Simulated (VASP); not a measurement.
# TiSi16 (a cell with a defect) in VASP: a series of runs

Runs on TiSi16 (a cell with a defect). Level: PBE. Tasks: single point, relaxation of the atoms.

All numbers are computed with VASP 6.6.1; they aren't measurements. Logs are shortened: lines on timing, memory, paths and dates and some standing lists are left out, and cuts for length are marked.

## 1. The cell of the first run

The cell holds a defect, 17 atoms: a = 7.679 Å, b = 7.679 Å, c = 7.679 Å, α = 60.00°, β = 60.00°, γ = 60.00°.

## 2. Single point, PBE

The input, INCAR:

```
ALGO     = Normal         # electronic algorithm
EDIFF    = 1E-6           # SCF threshold, eV
ENCUT    = 520            # plane-wave cutoff, eV
GGA      = PE             # functional
ISIF     = 2              # what is computed and relaxed
ISMEAR   = 0              # smearing method
LASPH    = T              # aspherical terms in the spheres
LCHARG   = F              # write CHGCAR
LREAL    = Auto         
LWAVE    = F              # write WAVECAR
NBANDS   = 52             # bands
NELM     = 60             # most SCF steps
PREC     = Accurate       # precision mode
SIGMA    = 0.02           # smearing width, eV
```

The input, KPOINTS:

```
k-points
0
Gamma
  2 2 2
```

The input, POSCAR:

```
TiSi16
1.0
    0.0000000000      5.4300000000      5.4300000000
    5.4300000000      0.0000000000      5.4300000000
    5.4300000000      5.4300000000      0.0000000000
Si Ti
16 1
Direct
    0.0012261510     -0.0015922652      0.0001163904
    0.1237081031      0.1267206262      0.1227128913
   -0.0092081031      0.0023211786      0.5053104972
    0.1232998158      0.1314244936      0.6264379374
    0.0014523941      0.5002680479      0.0004011971
    0.1232849908      0.6277932781      0.1216772560
    0.0009081952      0.5038245856      0.4922538674
    0.1234018416      0.6192769797      0.6266552486
    0.5063070902      0.0018358195     -0.0100623389
    0.6275908840      0.1306347145      0.1226511050
    0.5038481584      0.0083325046      0.5036466851
    0.6290109576      0.1216798343      0.6279822284
    0.4939331492      0.5032764273     -0.0000141805
    0.6277311234      0.6192906077      0.1227716390
    0.5042895948      0.4845912523      0.5036573665
    0.6271662063      0.6237328729      0.6260715470
    0.3771352670      0.8733444751      0.3766052486
```

Potentials or basis: VASP PAW PBE potentials, release 64 (Si, Ti_sv).

On the command line:

```bash
cat potpaw_PBE.64/Si/POTCAR potpaw_PBE.64/Ti_sv/POTCAR > POTCAR
mpirun -np 1 vasp_std > vasp.out
```

OUTCAR:

```text
EDIFF = 1E-6
   ENCUT = 520
   GGA = PE
   ISIF = 2
   ISMEAR = 0
   LASPH = T
   LREAL = Auto
   NELM = 60
   PREC = Accurate

 ion  position               nearest neighbor table
   1  0.001  0.998  0.000-   6 2.32   2 2.34  10 2.34   4 2.34
   2  0.124  0.127  0.123-   1 2.34   5 2.34   9 2.40   3 2.40  17 2.75
   3  0.991  0.002  0.505-  12 2.27   2 2.40   4 2.40   8 2.40  17 2.42
   4  0.123  0.131  0.626-   7 2.34   1 2.34  11 2.39   3 2.40  17 2.76
   5  0.001  0.500  0.000-   6 2.32   2 2.34  14 2.34   8 2.34
   6  0.123  0.628  0.122-   7 2.32   1 2.32  13 2.32   5 2.32
   7  0.001  0.504  0.492-   6 2.32   8 2.34   4 2.34  16 2.34
   8  0.123  0.619  0.627-   7 2.34   5 2.34  15 2.39   3 2.40  17 2.76
   9  0.506  0.002  0.990-  12 2.27  14 2.40   2 2.40  10 2.40  17 2.42
  10  0.628  0.131  0.123-  13 2.34   1 2.34  11 2.39   9 2.40  17 2.76
  11  0.504  0.008  0.504-  12 2.28   4 2.39  10 2.39  16 2.41  17 2.44
  12  0.629  0.122  0.628-   3 2.27   9 2.27  11 2.28  15 2.28
  13  0.494  0.503  1.000-   6 2.32  14 2.34  10 2.34  16 2.35
  14  0.628  0.619  0.123-  13 2.34   5 2.34  15 2.39   9 2.40  17 2.76
  15  0.504  0.485  0.504-  12 2.28  14 2.39   8 2.39  16 2.41  17 2.44
  16  0.627  0.624  0.626-   7 2.34  13 2.35  15 2.41  11 2.41  17 2.71
  17  0.377  0.873  0.377-   3 2.42   9 2.42  11 2.44  15 2.44  16 2.71   2 2.75  10 2.76   8 2.76
                            14 2.76   4 2.76

  LATTYP: Found a face centered cubic cell.
 ALAT       =    10.8600000000

  Lattice vectors:

 A1 = (   0.0000000000,   5.4300000000,   5.4300000000)
 A2 = (   5.4300000000,   0.0000000000,   5.4300000000)
 A3 = (   5.4300000000,   5.4300000000,   0.0000000000)

Analysis of symmetry for initial positions (statically):
=====================================================================
 Subroutine PRICEL returns:
 Original cell was already a primitive cell.

 Routine SETGRP: Setting up the symmetry group for a
 face centered cubic supercell.

 Subroutine GETGRP returns: Found  1 space group operations
 (whereof  1 operations were pure point group operations)
 out of a pool of 48 trial point group operations.

The static configuration has the point symmetry C_1 .

Analysis of symmetry for dynamics (positions and initial velocities):
=====================================================================
 Subroutine PRICEL returns:
 Original cell was already a primitive cell.

 Routine SETGRP: Setting up the symmetry group for a
 face centered cubic supercell.

 Subroutine GETGRP returns: Found  1 space group operations
[... 123 lines left out ...]
   ISYM   =      2    0-nonsym 1-usesym 2-fastsym
   POTIM  = 0.5000    time-step for ionic-motion
   TEBEG  =    0.0;   TEEND  =   0.0 temperature during run
   PSTRESS=    0.0 pullay stress
   NELECT =      76.0000    total number of electrons
   NUPDOWN=      -1.0000    fix difference up-down
   EMIN   =  10.00;   EMAX   =-10.00  energy-range for DOS
   EFERMI =   0.00;   METHOD = LEGACY
   ISMEAR =     0;   SIGMA  =   0.02  broadening in eV -4-tet -1-fermi 0-gaus
   EFERMI_NEDOS =   21; number of points for ismear=-14 and -15
   IALGO  =     38    algorithm
   IMIX   =      4    mixing-type and parameters
     AMIX     =   0.40;   BMIX     =  1.00
     AMIX_MAG =   1.60;   BMIX_MAG =  1.00
  volume/ion in A,a.u.               =      18.84       127.11
  Fermi-wavevector in a.u.,A,eV,Ry     =   1.013607  1.915439 13.978610  1.027399
  Thomas-Fermi vector in A             =   2.146786
   LORBIT       =      0    0 simple, 1 ext, 2 COOP (PROOUT), +10 PAW based schemes
   GGA     = PE    functional components
   LHFCALC =     F    Hartree Fock is set to
   AEXX    =    0.0000 exact exchange contribution
   IVDW    =     0    specifies the selected vdW correction
   LEPSILON=     F    determine dielectric tensor
   LRPA    =     F    only Hartree local field effects (RPA)
 non-spin polarized calculation
 Gauss-broadening in eV      SIGMA  =   0.02
  energy-cutoff  :      520.00
  volume of cell :      320.21
 maximum number of plane-waves:      8646
 NGX is ok and might be reduce to    60
   NGX = 29   NGY = 29   NGZ = 29

 number of electron      76.0000000 magnetization

 Free energy of the ion-electron system (eV)
  ---------------------------------------------------
  ext. energy  EPLUGINS =         0.00000000
  ---------------------------------------------------
  free energy    TOTEN  =       -92.20437987 eV

  energy without entropy =      -92.20062860  energy(sigma->0) =      -92.20250423

 E-fermi :   6.9145     XC(G=0):  -9.7517

 val. band max:        6.9142888246   @ k =   0.5000   0.0000   0.0000
 cond. band min:       6.9589029443   @ k =   0.0000   0.5000   0.0000
 fundamental gap:      0.0446141197
 Fermi energy:         6.9145078407

 k-point     1 :       0.0000    0.0000    0.0000
  band No.  band energies     occupation
      1     -49.8872      2.00000
      2     -26.2743      2.00000
      3     -26.2579      2.00000
      4     -26.2443      2.00000
      5      -5.7207      2.00000
      6      -3.5132      2.00000
[... 413 lines left out ...]
     49       9.8819      0.00000
     50      10.5535      0.00000
 [bands above 50 left out]

------------------------ aborting loop because EDIFF is reached ----------------------------------------

  FORCE on cell =-STRESS in cart. coord.  units (eV):
  Direction    XX          YY          ZZ          XY          YZ          ZX
  --------------------------------------------------------------------------------------
  -------------------------------------------------------------------------------------
  Total        7.8767153      8.2762151      7.9213941     -0.0130630      0.0293289      0.2526222
  in kB       39.4117978     41.4107284     39.6353520     -0.0653618      0.1467497      1.2640161
  external PRESSURE =      40.1526261 kB  Pullay stress =       0.0000000 kB

 VOLUME and BASIS-vectors are now :
 -----------------------------------------------------------------------------
  energy-cutoff  :      520.00
  volume of cell :      320.21
      direct lattice vectors                 reciprocal lattice vectors
     0.000000000  5.430000000  5.430000000    -0.092081031  0.092081031  0.092081031
     5.430000000  0.000000000  5.430000000     0.092081031 -0.092081031  0.092081031
     5.430000000  5.430000000  0.000000000     0.092081031  0.092081031 -0.092081031

 POSITION                                       TOTAL-FORCE (eV/Angst)
 -----------------------------------------------------------------------------------
      5.42199      0.00729      5.42801        -0.004506      0.004816     -0.003942
      1.35442      1.33807      1.35983         0.006716     -0.002219      0.009975
      2.75644      8.12384      5.39260        -0.011406     -0.003085     -0.000210
      4.11519      4.07108      1.38315         0.006424     -0.002142      0.006302
      2.71863      0.01007      2.72434         0.000339      0.000348     -0.000233
      4.06963      1.33015      4.07836        -0.000914      0.006474     -0.001967
[... 9 lines left out ...]
      6.78644      6.80508      6.79238        -0.000254      0.005537      0.001465
      6.78723      4.09281      6.79010        -0.006871     -0.003642      0.005402
 -----------------------------------------------------------------------------------
    total drift:                               -0.000670     -0.010950      0.002250

  FREE ENERGIE OF THE ION-ELECTRON SYSTEM (eV)
  ---------------------------------------------------
  free  energy   TOTEN  =       -92.2043798697 eV

  energy  without entropy=      -92.2006285986  energy(sigma->0) =      -92.20250423
```

OSZICAR:

```text
N       E                     dE             d eps       ncg     rms          rms(c)
DAV:   1     0.348187048140E+03    0.34819E+03   -0.30862E+04   840   0.126E+03
DAV:   2    -0.587544024801E+02   -0.40694E+03   -0.38827E+03   992   0.248E+02
DAV:   3    -0.925760979308E+02   -0.33822E+02   -0.32921E+02  1200   0.651E+01
DAV:   4    -0.950672493463E+02   -0.24912E+01   -0.24586E+01  1272   0.152E+01
DAV:   5    -0.951280101954E+02   -0.60761E-01   -0.60611E-01  1072   0.214E+00    0.186E+01
DAV:   6    -0.943900480954E+02    0.73796E+00   -0.16912E+01  1144   0.194E+01    0.150E+01
DAV:   7    -0.929952191831E+02    0.13948E+01   -0.21771E+01  1132   0.231E+01    0.947E+00
DAV:   8    -0.922994936064E+02    0.69573E+00   -0.14776E+00  1020   0.552E+00    0.286E+00
DAV:   9    -0.922014811339E+02    0.98012E-01   -0.46881E-01  1292   0.282E+00    0.550E-01
DAV:  10    -0.922027181166E+02   -0.12370E-02   -0.24428E-02  1068   0.571E-01    0.367E-01
DAV:  11    -0.922045234535E+02   -0.18053E-02   -0.42177E-03  1072   0.260E-01    0.217E-01
DAV:  12    -0.922043307338E+02    0.19272E-03   -0.14497E-03  1112   0.199E-01    0.526E-02
DAV:  13    -0.922043797743E+02   -0.49041E-04   -0.19911E-04  1060   0.579E-02    0.221E-02
DAV:  14    -0.922043781737E+02    0.16006E-05   -0.31505E-05  1072   0.284E-02    0.732E-03
DAV:  15    -0.922043802156E+02   -0.20419E-05   -0.36340E-06   908   0.776E-03    0.323E-03
DAV:  16    -0.922043798697E+02    0.34593E-06   -0.20276E-07   528   0.197E-03
   1 F= -.92204380E+02 E0= -.92202504E+02  d E =-.375127E-02
```

It took 11 min on 1 thread of AMD EPYC 7R43 (Zen 3), shared host; peak memory 0.44 GiB.

Results:

```
Free energy            : -92.2044 eV
Pressure               : 4.0 GPa
Largest force          : 0.017 eV/Å
Band gap on the k mesh : zero (bands 38 and 39 overlap by 0.41 eV)
```

Forces on the atoms (eV/Å):
```
Si  -0.005  0.005 -0.004
Si   0.007 -0.002  0.010
Si  -0.011 -0.003  0.000
Si   0.006 -0.002  0.006
Si   0.000  0.000  0.000
Si  -0.001  0.006 -0.002
Si   0.000 -0.002 -0.004
Si  -0.005  0.004  0.005
Si   0.013 -0.009 -0.006
Si   0.008  0.000 -0.001
Si  -0.012 -0.001 -0.004
Si   0.002  0.006  0.000
Si   0.000 -0.002 -0.001
Si  -0.004  0.006 -0.005
Si   0.009 -0.007  0.000
Si   0.000  0.006  0.001
Ti  -0.007 -0.004  0.005
```

Caveat: the k points lie up to 0.50 Å⁻¹ apart.

## 3. Relaxation of the atoms, PBE

The input, INCAR:

```
  PREC = Accurate
  ENCUT = 520
  EDIFF = 1E-7
  ISMEAR = 0
  SIGMA = 0.02
  LREAL = Auto
  LASPH = T
  NELM = 80
  ALGO = Normal
  ISIF = 2
  LWAVE = F
  LCHARG = F
  GGA = PE
  IBRION = 2
  NSW = 80
  EDIFFG = -0.03
```

The input, KPOINTS:

```
regular mesh
0
Gamma
  2 2 2
```

The input, POSCAR:

```
TiSi16
1.0
    0.0000000000      5.4300000000      5.4300000000
    5.4300000000      0.0000000000      5.4300000000
    5.4300000000      5.4300000000      0.0000000000
Si Ti
16 1
Direct
    0.0000000000      0.0000000000      0.0000000000
    0.1250000000      0.1250000000      0.1250000000
    0.0000000000      0.0000000000      0.5000000000
    0.1250000000      0.1250000000      0.6250000000
    0.0000000000      0.5000000000      0.0000000000
    0.1250000000      0.6250000000      0.1250000000
    0.0000000000      0.5000000000      0.5000000000
    0.1250000000      0.6250000000      0.6250000000
    0.5000000000      0.0000000000      0.0000000000
    0.6250000000      0.1250000000      0.1250000000
    0.5000000000      0.0000000000      0.5000000000
    0.6250000000      0.1250000000      0.6250000000
    0.5000000000      0.5000000000      0.0000000000
    0.6250000000      0.6250000000      0.1250000000
    0.5000000000      0.5000000000      0.5000000000
    0.6250000000      0.6250000000      0.6250000000
    0.3850856200      0.8767555600      0.3688746600
```

Potentials or basis: VASP PAW PBE potentials, release 64 (Si, Ti_sv).

On the command line:

```bash
cat potpaw_PBE.64/Si/POTCAR potpaw_PBE.64/Ti_sv/POTCAR > POTCAR
mpirun -np 1 vasp_std > vasp.out
```

It took 49 min on 1 thread of Oxide Virtual Turin-like, shared host; peak memory 0.5 GiB.

It converged, with:

| Property | Result |
| --- | --- |
| Free energy | -92.2027 eV |
| Energy gained by relaxing | 25.2 meV/atom |
| Ionic steps | 7 |
| Pressure after relaxing | 4.0 GPa |
| Largest force after relaxing | 0.025 eV/Å |
| Band gap on the k mesh | zero (bands 38 and 39 overlap by 0.42 eV) |

Forces on the atoms (eV/Å):
```
Si   0.008 -0.008 -0.010
Si  -0.017 -0.006  0.017
Si   0.005 -0.006 -0.003
Si   0.006  0.017  0.017
Si   0.005 -0.004 -0.009
Si   0.002 -0.002 -0.004
Si   0.004 -0.005 -0.009
Si  -0.008  0.008 -0.009
Si  -0.016 -0.011  0.013
Si  -0.004  0.003 -0.012
Si   0.012  0.016  0.012
Si   0.006 -0.006  0.003
Si  -0.007  0.008 -0.003
Si   0.003 -0.007  0.012
Si  -0.016  0.016 -0.010
Si   0.006 -0.002  0.011
Ti   0.010 -0.009 -0.018
```

Stress tensor (GPa, compression positive):
```
 4.03  0.07  0.01
 0.07  4.03 -0.01
 0.01 -0.01  4.03
```

Step by step:
```tsv
step	energy change (eV)	largest force (eV/Å)	pressure (GPa)
1	0.0000	2.1434	4.97
2	-0.4132	0.4846	4.00
3	-0.4159	0.3596	4.03
4	-0.4263	0.2378	4.01
5	-0.4270	0.1342	4.01
6	-0.4287	0.0462	4.03
7	-0.4288	0.0252	4.03
```

Final structure:
```cif
data_structure
_symmetry_space_group_name_H-M 'P 1'
_symmetry_Int_Tables_number 1
_cell_length_a 7.6792
_cell_length_b 7.6792
_cell_length_c 7.6792
_cell_angle_alpha 60.000
_cell_angle_beta 60.000
_cell_angle_gamma 60.000
_cell_volume 320.21
loop_
_atom_site_label
_atom_site_type_symbol
_atom_site_fract_x
_atom_site_fract_y
_atom_site_fract_z
_atom_site_occupancy
Si1 Si 0.00205 0.99549 0.00122 1
Si2 Si 0.12269 0.12813 0.12111 1
Si3 Si 0.98945 0.00362 0.50346 1
Si4 Si 0.12267 0.12812 0.62807 1
Si5 Si 0.00187 0.50147 0.00112 1
Si6 Si 0.12484 0.62499 0.12509 1
Si7 Si 0.00186 0.50146 0.49555 1
Si8 Si 0.12245 0.62164 0.62795 1
Si9 Si 0.50447 0.00451 0.98640 1
Si10 Si 0.62835 0.12831 0.12166 1
Si11 Si 0.50445 0.00448 0.50459 1
Si12 Si 0.62735 0.12533 0.62362 1
Si13 Si 0.49533 0.50184 0.00140 1
Si14 Si 0.62829 0.62214 0.12137 1
Si15 Si 0.50411 0.48790 0.50399 1
Si16 Si 0.62829 0.62213 0.62819 1
Ti1 Ti 0.37658 0.87521 0.37408 1
```

Levels at points of the mesh, in eV from the Fermi level:
```
           k point  band 35  band 36  band 37  band 38  band 39  band 40
(0.00, 0.00, 0.00)    -1.00    -1.00    -0.43    -0.41    -0.41    -0.11
(0.50, 0.00, 0.00)    -1.38    -1.38    -0.30     0.01     0.02     0.43
(0.00, 0.50, 0.00)    -1.38    -1.38    -0.29     0.01     0.03     0.43
(0.00, 0.00, 0.50)    -1.38    -1.38    -0.29     0.01     0.03     0.43
(0.50, 0.50, 0.50)    -1.38    -1.38    -0.29     0.01     0.03     0.43
(0.50, 0.50, 0.00)    -2.02    -1.89    -0.72    -0.05     0.55     0.56
(0.00, 0.50, 0.50)    -2.02    -1.89    -0.72    -0.05     0.55     0.56
(0.50, 0.00, 0.50)    -2.02    -1.89    -0.72    -0.05     0.55     0.56
```

Caveat: the k points lie up to 0.50 Å⁻¹ apart.

The gap in the log of VASP goes by the Fermi energy; the results here count the filled bands.